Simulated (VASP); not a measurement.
The system is HfSi3W.

```
CELL_PARAMETERS angstrom
2.86478 1.65398 3.34832
-2.86478 1.65398 3.34832
0.00000 -3.30797 3.34832
ATOMIC_POSITIONS crystal
Hf 0.00000 0.00000 0.00000
Si 0.50000 0.50000 0.00000
Si 0.00000 0.50000 0.50000
Si 0.50000 0.00000 0.50000
W 0.50000 0.50000 0.50000
```

The cell was generated, and may not be a known phase.

* Program: VASP 6.6.1
* Task: relaxation of cell and atoms
* Functional: PBE
* Potentials or basis: VASP PAW PBE potentials, release 64 (Hf_pv, Si, W_sv)
* Cutoff: 500 eV
* k mesh: 4 × 4 × 4
* Occupations: gaussian, width 0.2 eV
* Spin: no spin polarisation

At the start: pressure 1.6 GPa; volume 19.04 Å³/atom.

How do energy, volume and symmetry change on relaxing?

Over 8 steps the energy falls by 113.6 meV/atom and the volume is 18.98 Å³/atom (-0.3 %); space group R-3m (No. 166, to 0.1 Å) before and after.

The path:
| step | energy change (eV) | largest force (eV/Å) | pressure (GPa) | volume (Å³) |
| --- | --- | --- | --- | --- |
| 1 | 0.0000 | 0.0000 | 1.60 | 95.19 |
| 2 | -0.3959 | 0.0000 | -2.73 | 97.60 |
| 3 | -0.4921 | 0.0000 | -5.12 | 99.33 |
| 4 | -0.3643 | 0.0000 | 6.73 | 90.74 |
| 5 | -0.5555 | 0.0000 | -1.42 | 96.06 |
| 6 | -0.5555 | 0.0000 | -1.32 | 95.99 |
| 7 | -0.5671 | 0.0000 | 0.45 | 94.59 |
| 8 | -0.5681 | 0.0000 | 0.06 | 94.89 |

Final structure:
```xyz
5
Lattice="2.7087 1.5639 3.7335 -2.7087 1.5639 3.7335 0.0000 -3.1277 3.7335" Properties=species:S:1:pos:R:3 pbc="T T T"
Hf    0.0000    3.1277    7.4670
Si    0.0000    1.5639    3.7335
Si   -1.3544   -0.7819    3.7335
Si    1.3544   -0.7819    3.7335
W     0.0000    0.0000    5.6002
```

Caveat: the highest band is partly filled, so the run has too few bands.
